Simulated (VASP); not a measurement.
# CuSi8O16 (a cell with a defect) in VASP: a series of runs, part 2 of 2

VASP 6.6.1. Earlier steps stand in the parts before.

## 4. Single point, PBE

INCAR

```
  PREC = Accurate
  ENCUT = 520
  EDIFF = 1E-6
  ISMEAR = -1
  SIGMA = 0.02
  LREAL = Auto
  LASPH = True
  NELM = 60
  ALGO = Normal
  ISIF = 2
  LWAVE = False
  LCHARG = True
  GGA = PE
  LELF = True
  LVHAR = True
  NBANDS = 88
  NELECT = 138.0
```

KPOINTS

```
regular mesh
0
Gamma
  1 1 2
```

POSCAR

```
CuSi8O16
1.0
   -4.7460000000     -4.7460000000      0.0000000000
    4.7460000000     -4.7460000000      0.0000000000
    0.0000000000      0.0000000000      6.4450000000
Si O Cu
8 16 1
Direct
    0.1662768647      0.5541613991      0.0128006206
    0.0279182469      0.2088284871      0.2607447634
    0.8508006743      0.5096291614      0.5368192397
   -0.0238832701      0.8761799410      0.7615671063
    0.6736409608      0.0530973451      0.0307835531
    0.5370417193      0.7019595449      0.2902249806
    0.3288242731      0.0246944796      0.5289061288
    0.5144016013      0.3669721871      0.7855546936
    0.3076169406      0.5981142014      0.2242668735
    0.9994100295      0.3296038769      0.4770519783
    0.7342077539      0.4561209440      0.7702249806
    0.0150758534      0.7351559208      0.9656633049
    0.9617361989      0.7211757269      0.5561365400
    0.7056257901      0.5292035398      0.3248099302
    0.0599557522      0.3483038348      0.0416446858
    0.3385271808      0.5336599241      0.8297905353
    0.8503160556      0.0848504003      0.2086113266
    0.4742309313      0.8264222503      0.4790069822
    0.1851348504      1.0041824694      0.7180294802
    0.5107985672      0.2471449642      1.0086268425
    0.4630004214      0.2522966709      0.5550038790
    0.2132743363      0.0595238095      0.3091388673
    0.5684155078      0.8461441214      0.0868269977
    0.7836915297      1.0128318584      0.8046392552
    0.2888643068      0.4904867257      0.5181225756
```

Potentials or basis: VASP PAW PBE potentials, release 64 (Si, O, Cu).

The run is started by

```sh
$ cat potpaw_PBE.64/Si/POTCAR potpaw_PBE.64/O/POTCAR potpaw_PBE.64/Cu/POTCAR > POTCAR
$ mpirun -np 1 vasp_std > vasp.out
```

OUTCAR:

```text
PREC = Accurate
   ENCUT = 520
   EDIFF = 1E-6
   ISMEAR = -1
   LREAL = Auto
   LASPH = True
   NELM = 60
   ISIF = 2
   GGA = PE
   NELECT = 138.0

 ion  position               nearest neighbor table
   1  0.166  0.554  0.013-  15 1.57  12 1.61  16 1.66   9 1.69   2 2.96   4 2.99   8 3.03
   2  0.028  0.209  0.261-  17 1.49  10 1.62  22 1.63  15 1.71   7 2.93   3 2.94   1 2.96   5 2.99

   3  0.851  0.510  0.537-  13 1.61  10 1.61  14 1.68  11 1.73   8 2.93   6 2.94   2 2.94  25 2.95
                             4 2.98
   4  0.976  0.876  0.762-  24 1.61  12 1.64  19 1.67  13 1.69   5 2.92   7 2.97   3 2.98   1 2.99
[... 10 lines left out ...]
  10  0.999  0.330  0.477-   3 1.61   2 1.62  25 2.24
  11  0.734  0.456  0.770-   8 1.60   3 1.73
  12  0.015  0.735  0.966-   1 1.61   4 1.64
  13  0.962  0.721  0.556-   3 1.61   4 1.69
  14  0.706  0.529  0.325-   6 1.64   3 1.68
  15  0.060  0.348  0.042-   1 1.57   2 1.71
  16  0.339  0.534  0.830-   8 1.65   1 1.66  25 2.06
  17  0.850  0.085  0.209-   2 1.49   5 1.66
  18  0.474  0.826  0.479-   6 1.53   7 1.68
  19  0.185  0.004  0.718-   7 1.56   4 1.67
  20  0.511  0.247  0.009-   8 1.65   5 1.71
  21  0.463  0.252  0.555-   8 1.71   7 1.78  25 1.99
  22  0.213  0.060  0.309-   2 1.63   7 1.63
  23  0.568  0.846  0.087-   5 1.60   6 1.64
  24  0.784  0.013  0.805-   4 1.61   5 1.66
  25  0.289  0.490  0.518-  21 1.99   9 2.03  16 2.06  10 2.24   8 2.44   6 2.64   3 2.95

  LATTYP: Found a simple tetragonal cell.
 ALAT       =     6.7118575670
 C/A-ratio  =     0.9602408775

  Lattice vectors:

 A1 = (  -4.7460000000,  -4.7460000000,   0.0000000000)
 A2 = (   4.7460000000,  -4.7460000000,   0.0000000000)
 A3 = (   0.0000000000,   0.0000000000,   6.4450000000)

Analysis of symmetry for initial positions (statically):
=====================================================================
 Subroutine PRICEL returns:
 Original cell was already a primitive cell.

 Routine SETGRP: Setting up the symmetry group for a
 simple tetragonal supercell.

 Subroutine GETGRP returns: Found  1 space group operations
 (whereof  1 operations were pure point group operations)
 out of a pool of 16 trial point group operations.

The static configuration has the point symmetry C_1 .

Analysis of symmetry for dynamics (positions and initial velocities):
=====================================================================
 Subroutine PRICEL returns:
 Original cell was already a primitive cell.

 Routine SETGRP: Setting up the symmetry group for a
 simple tetragonal supercell.

 Subroutine GETGRP returns: Found  1 space group operations
 (whereof  1 operations were pure point group operations)
 out of a pool of 16 trial point group operations.

The dynamic configuration has the point symmetry C_1 .

 Subroutine INISYM returns: Found  1 space group operations
 (whereof  1 operations are pure point group operations),
 and found     1 'primitive' translations

----------------------------------------------------------------------------------------

                                     Primitive cell

[... 87 lines left out ...]
 ===========================================

 Found      2 irreducible k-points:

 Following reciprocal coordinates:
            Coordinates               Weight
  0.000000  0.000000  0.000000      1.000000
  0.000000  0.000000  0.500000      1.000000
   k-points           NKPTS =      2   k-points in BZ     NKDIM =      2   number of bands    NBANDS=     88
   number of dos      NEDOS =    301   number of ions     NIONS =     25
   total plane-waves  NPLWV = 120000
   dimension x,y,z NGX =    50 NGY =   50 NGZ =   48
   dimension x,y,z NGXF=   100 NGYF=  100 NGZF=   96
   ions per type =               8  16   1
   NGX,Y,Z   is equivalent  to a cutoff of  12.38, 12.38, 12.38 a.u.
   NGXF,Y,Z  is equivalent  to a cutoff of  24.77, 24.77, 24.76 a.u.
 SYSTEM =  unknown system
   PREC   = accura    normal or accurate (medium, high low for compatibility)
   ISTART =      0    job   : 0-new  1-cont  2-samecut
   ICHARG =      2    charge: 1-file 2-atom 10-const
   ISPIN  =      1    spin polarized calculation?
   LNONCOLLINEAR =      F non collinear calculations
   LSORBIT =      F    spin-orbit coupling
   LASPH  =      T    aspherical Exc in radial PAW
   ENCUT  =  520.0 eV  38.22 Ry    6.18 a.u.  12.48 12.48 11.98*2*pi/ulx,y,z
   NELM   =     60;   NELMIN=  2; NELMDL= -5     # of ELM steps
   EDIFF  = 0.1E-05   stopping-criterion for ELM
   LREAL  =      T    real-space projection
   EDIFFG = 0.1E-04   stopping-criterion for IOM
   NSW    =      0    number of steps for IOM
   IBRION =     -1    ionic relax: 0-MD 1-quasi-New 2-CG
   NFREE  =      0    steps in history (QN), initial steepest desc. (CG)
   ISIF   =      2    stress and relaxation
   ISYM   =      2    0-nonsym 1-usesym 2-fastsym
   POTIM  = 0.5000    time-step for ionic-motion
   TEBEG  =    0.0;   TEEND  =   0.0 temperature during run
   PSTRESS=    0.0 pullay stress
   NELECT =     138.0000    total number of electrons
   NUPDOWN=      -1.0000    fix difference up-down
   EMIN   =  10.00;   EMAX   =-10.00  energy-range for DOS
   EFERMI =   0.00;   METHOD = LEGACY
   ISMEAR =    -1;   SIGMA  =   0.02  broadening in eV -4-tet -1-fermi 0-gaus
   EFERMI_NEDOS =   21; number of points for ismear=-14 and -15
   IALGO  =     38    algorithm
   IMIX   =      4    mixing-type and parameters
     AMIX     =   0.40;   BMIX     =  1.00
     AMIX_MAG =   1.60;   BMIX_MAG =  1.00
  volume/ion in A,a.u.               =      11.61        78.37
  Fermi-wavevector in a.u.,A,eV,Ry     =   1.277610  2.414333 22.208627  1.632288
  Thomas-Fermi vector in A             =   2.410200
   LORBIT       =      0    0 simple, 1 ext, 2 COOP (PROOUT), +10 PAW based schemes
   GGA     = PE    functional components
[... 5 lines left out ...]
 non-spin polarized calculation
  energy-cutoff  :      520.00
  volume of cell :      290.34
 maximum number of plane-waves:      7815
 NGX is ok and might be reduce to    50
   NGX = 25   NGY = 25   NGZ = 23

 number of electron     138.0000001 magnetization

 Free energy of the ion-electron system (eV)
  ---------------------------------------------------
  ext. energy  EPLUGINS =         0.00000000
  ---------------------------------------------------
  free energy    TOTEN  =      -192.11222469 eV

  energy without entropy =     -192.11222469  energy(sigma->0) =     -192.11222469

 E-fermi :   5.4059     XC(G=0):  -9.7840

 val. band max:        4.8638631189   @ k =   0.0000   0.0000   0.5000
 cond. band min:       6.9088130650   @ k =   0.0000   0.0000   0.0000
 fundamental gap:      2.0449499460
 Fermi energy:         5.4058718564

 k-point     1 :       0.0000    0.0000    0.0000
  band No.  band energies     occupation
      1     -17.6098      2.00000
      2     -16.8604      2.00000
      3     -16.6409      2.00000
      4     -16.5411      2.00000
      5     -16.5138      2.00000
      6     -16.3241      2.00000
[... 73 lines left out ...]
     80      11.2605      0.00000
     81      11.4894      0.00000

 k-point     2 :       0.0000    0.0000    0.5000
  band No.  band energies     occupation
      1     -17.4333      2.00000
      2     -17.1816      2.00000
      3     -16.7502      2.00000
      4     -16.5617      2.00000
      5     -16.3831      2.00000
      6     -16.2225      2.00000
[... 73 lines left out ...]
     80      11.3484      0.00000
     81      11.6644      0.00000
 [bands above 81 left out]

------------------------ aborting loop because EDIFF is reached ----------------------------------------

  FORCE on cell =-STRESS in cart. coord.  units (eV):
  Direction    XX          YY          ZZ          XY          YZ          ZX
  --------------------------------------------------------------------------------------
  -------------------------------------------------------------------------------------
  Total       -2.8523903     10.7604996     -4.0602608      0.7705509     -0.2356155      2.3398617
  in kB      -15.7402326     59.3792395    -22.4055769      4.2521005     -1.3001876     12.9119663
  external PRESSURE =       7.0778100 kB  Pullay stress =       0.0000000 kB

 VOLUME and BASIS-vectors are now :
 -----------------------------------------------------------------------------
  energy-cutoff  :      520.00
  volume of cell :      290.34
      direct lattice vectors                 reciprocal lattice vectors
    -4.746000000 -4.746000000  0.000000000    -0.105351875 -0.105351875  0.000000000
     4.746000000 -4.746000000  0.000000000     0.105351875 -0.105351875  0.000000000
     0.000000000  0.000000000  6.445000000     0.000000000  0.000000000  0.155159038

 POSITION                                       TOTAL-FORCE (eV/Angst)
 -----------------------------------------------------------------------------------
      1.84090     -3.41920      0.08250        -0.533747     -2.673553      1.138250
      0.85860     -1.12360      1.68050        -1.500336     -4.645193     -1.367799
     -1.61920     -6.45660      3.45980         1.692362      1.890166      0.685685
     -0.47430     -8.79100      4.90830        -1.505436     -0.277280     -0.168084
     -2.94510     -3.44910      0.19840         0.500596     -0.615146      0.403139
      0.78270     -5.88030      1.87050        -0.229691      2.149314     -4.535343
[... 17 lines left out ...]
     -3.65850     -3.78030      5.18590         0.299743     -0.257832     -0.092942
      0.95690     -3.69880      3.33930         1.330997      0.073563     -0.844869
 -----------------------------------------------------------------------------------
    total drift:                               -0.002117      0.002140     -0.013332

  FREE ENERGIE OF THE ION-ELECTRON SYSTEM (eV)
  ---------------------------------------------------
  free  energy   TOTEN  =      -192.1122246869 eV

  energy  without entropy=     -192.1122246869  energy(sigma->0) =     -192.11222469
```

It took 3.4 min on 1 thread of Intel Xeon 8259CL, shared host; peak memory 0.35 GiB.

Results:

* Free energy: -192.1122 eV
* Largest force: 6.580 eV/Å

Forces on the atoms (eV/Å):
```
Si  -0.534 -2.674  1.138
Si  -1.500 -4.645 -1.368
Si   1.692  1.890  0.686
Si  -1.505 -0.277 -0.168
Si   0.501 -0.615  0.403
Si  -0.230  2.149 -4.535
Si  -0.940 -2.484 -2.640
Si  -0.286  0.896  0.814
O   -0.453 -0.363 -0.027
O    0.266 -0.547  0.573
O   -0.354 -2.080 -2.975
O    0.107 -0.263 -0.348
O    0.788 -0.954  1.151
O    0.409 -0.399  1.097
O   -0.878  1.942  2.091
O    0.426  0.001 -0.879
O    2.022  6.030 -1.686
O    2.930 -1.842  4.040
O    0.754  1.685  1.616
O   -2.701  0.533 -0.584
O   -1.672  2.069  1.763
O   -0.026 -0.313  0.159
O   -0.446  0.445  0.616
O    0.300 -0.258 -0.093
Cu   1.331  0.074 -0.845
```

Levels at points of the mesh, in eV from the Fermi level:
```csv
k point,band 67,band 68,band 69,band 70,band 71,band 72
"(0.00, 0.00, 0.00)",-1.28,-1.09,-0.60,1.50,3.71,4.05
"(0.00, 0.00, 0.50)",-1.30,-1.08,-0.54,2.57,3.51,4.11
```

Caveat: the k points lie up to 0.94 Å⁻¹ apart, too coarse for converged energies, forces and pressures; the cell carries a net charge on a neutralising background, which shifts energy and pressure; the cell is charged against a uniform background, so pressure and absolute levels hang on convention.
